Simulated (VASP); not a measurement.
# S (I4/mmm) in VASP: further runs, part 2 of 2

VASP 6.6.1. The steps go on from the part before.

### Step 4. Single point, LDA (strain -0.015 along x and y, +0.030 along z)

INCAR reads:

```
PREC = Accurate
ENCUT = 520
EDIFF = 1E-6
ISMEAR = 0
SIGMA = 0.15
LREAL = F
LASPH = T
NELM = 60
ALGO = Normal
ISIF = 2
LWAVE = F
LCHARG = F
GGA = CA
NBANDS = 9
```

KPOINTS reads:

```
regular mesh
0
Gamma
  20 20 20
```

POSCAR reads:

```
S
1.0
    0.0000000000      1.9644350888      2.0541808543
    1.9644350888      0.0000000000      2.0541808543
    1.9644350888      1.9644350888      0.0000000000
S
1
Direct
    0.0000000000      0.0000000000      0.0000000000
```

Potentials or basis: VASP PAW LDA potentials, release 64 (S).

Run with:

```bash
$ cat potpaw_LDA.64/S/POTCAR > POTCAR
$ mpirun -np 1 vasp_std > vasp.out
```

OUTCAR:

```text
PREC = Accurate
   ENCUT = 520
   EDIFF = 1E-6
   ISMEAR = 0
   LREAL = F
   LASPH = T
   NELM = 60
   ISIF = 2
   GGA = CA

 ion  position               nearest neighbor table
   1  0.000  0.000  0.000-

  LATTYP: Found a body centered tetragonal cell.
 ALAT       =     2.7781307450
 C/A-ratio  =     1.4788223038

  Lattice vectors:

 A1 = (  -1.9644350888,   0.0000000000,   2.0541808543)
 A2 = (   1.9644350888,   0.0000000000,   2.0541808543)
 A3 = (   0.0000000000,   1.9644350888,  -2.0541808543)
[... 467 lines left out ...]
      9      25.9677      0.00000

 [... further k-points ...]

------------------------ aborting loop because EDIFF is reached ----------------------------------------

  FORCE on cell =-STRESS in cart. coord.  units (eV):
  Direction    XX          YY          ZZ          XY          YZ          ZX
  --------------------------------------------------------------------------------------
  -------------------------------------------------------------------------------------
  Total       -0.7658276     -0.7658276     -0.4034365      0.0000000      0.0000000      0.0000000
  in kB      -77.3922611    -77.3922611    -40.7700983      0.0000000      0.0000000      0.0000000
  external PRESSURE =     -65.1848735 kB  Pullay stress =       0.0000000 kB

 VOLUME and BASIS-vectors are now :
 -----------------------------------------------------------------------------
  energy-cutoff  :      520.00
  volume of cell :       15.85
      direct lattice vectors                 reciprocal lattice vectors
     0.000000000  1.964435089  2.054180854    -0.254526099  0.254526099  0.243406027
     1.964435089  0.000000000  2.054180854     0.254526099 -0.254526099  0.243406027
     1.964435089  1.964435089  0.000000000     0.254526099  0.254526099 -0.243406027

 POSITION                                       TOTAL-FORCE (eV/Angst)
 -----------------------------------------------------------------------------------
      0.00000      0.00000      0.00000         0.000000      0.000000      0.000000
 -----------------------------------------------------------------------------------
    total drift:                                0.000000     -0.000000     -0.000000

  FREE ENERGIE OF THE ION-ELECTRON SYSTEM (eV)
  ---------------------------------------------------
  free  energy   TOTEN  =        -3.6764241065 eV

  energy  without entropy=       -3.6675915254  energy(sigma->0) =       -3.67200782
```

OSZICAR:

```text
N       E                     dE             d eps       ncg     rms          rms(c)
DAV:   1     0.692683806437E+01    0.69268E+01   -0.29328E+03 11714   0.557E+02
DAV:   2    -0.346864715525E+01   -0.10395E+02   -0.99783E+01 17227   0.764E+01
DAV:   3    -0.368266180820E+01   -0.21401E+00   -0.21165E+00 13327   0.954E+00
DAV:   4    -0.368326779644E+01   -0.60599E-03   -0.60590E-03 16184   0.586E-01
DAV:   5    -0.368326857930E+01   -0.78286E-06   -0.78278E-06 13568   0.175E-02    0.728E+00
DAV:   6    -0.367772016751E+01    0.55484E-02   -0.68973E-03 12495   0.416E-01    0.432E+00
DAV:   7    -0.367656685458E+01    0.11533E-02   -0.88443E-03 12276   0.481E-01    0.168E-01
DAV:   8    -0.367642369748E+01    0.14316E-03   -0.52900E-04 12313   0.120E-01    0.167E-02
DAV:   9    -0.367642410648E+01   -0.40900E-06   -0.36405E-06 13731   0.154E-02
   1 F= -.36764241E+01 E0= -.36720078E+01  d E =-.883258E-02
```

stdout:

```text
POSCAR found type information on POSCAR S
 POSCAR found :  1 types and       1 ions
 scaLAPACK will be used
 LDA part: xc-table for (Slater(with rela. corr.)+CA(PZ))
 , standard interpolation
 POSCAR, INCAR and KPOINTS ok, starting setup
 FFT: planning ... GRIDC
 FFT: planning ... GRID_SOFT
 FFT: planning ... GRID
 WAVECAR not read
 entering main loop
```

Wall time 65 s (1 thread of Intel Xeon 8259CL, shared host); peak memory 0.18 GiB.

What came out:

| Property | Result |
| --- | --- |
| Free energy | -3.6764 eV |
| Pressure | -6.5 GPa |
| Band gap on the k mesh | zero (band 3 reaches 10.52 eV, above the bottom of band 4 at 4.69 eV) |

Stress tensor (GPa, compression positive):
```
-7.74  0.00  0.00
 0.00 -7.74  0.00
 0.00  0.00 -4.08
```

Levels at points of the mesh, in eV from the Fermi level:
| k point | band 1 | band 2 | band 3 | band 4 | band 5 | band 6 | band 7 | band 8 |
| --- | --- | --- | --- | --- | --- | --- | --- | --- |
| (0.00, 0.00, 0.00) | -16.66 | 3.13 | 3.19 | 3.19 | 11.72 | 12.33 | 12.33 | 14.17 |
| (0.50, 0.00, 0.00) | -12.54 | -7.44 | 1.56 | 2.19 | 9.23 | 11.04 | 11.77 | 17.01 |
| (0.50, 0.50, 0.00) | -11.29 | -6.66 | -0.46 | -0.46 | 5.74 | 6.10 | 22.07 | 23.28 |
| (0.50, 0.00, 0.50) | -10.69 | -6.31 | -1.24 | -0.80 | 5.08 | 5.74 | 21.78 | 22.53 |

Caveat: the cell differs from its parent crystal (strain -0.015 along x and y, +0.030 along z).

### Step 5. Overview

```csv
cell,gap on the mesh (eV),pressure (GPa)
"a = 2.799, b = 2.799, c = 2.778 Å, angles 60.3, 60.3, 59.5°, 1 atom",none,-4.2
"a = 2.799, b = 2.799, c = 2.820 Å, angles 59.8, 59.8, 60.5°, 1 atom",none,-5.4
"a = 2.842, b = 2.842, c = 2.778 Å, angles 60.7, 60.7, 58.5°, 1 atom",none,-6.5
```

Alike in all rows: task single point; level LDA; potentials or basis VASP PAW LDA potentials, release 64 (S); no spin polarisation; k mesh 20 × 20 × 20; cutoff (eV) 520; smearing gaussian 0.15 eV.

Absolute energies hang on the potentials; compare differences alone.
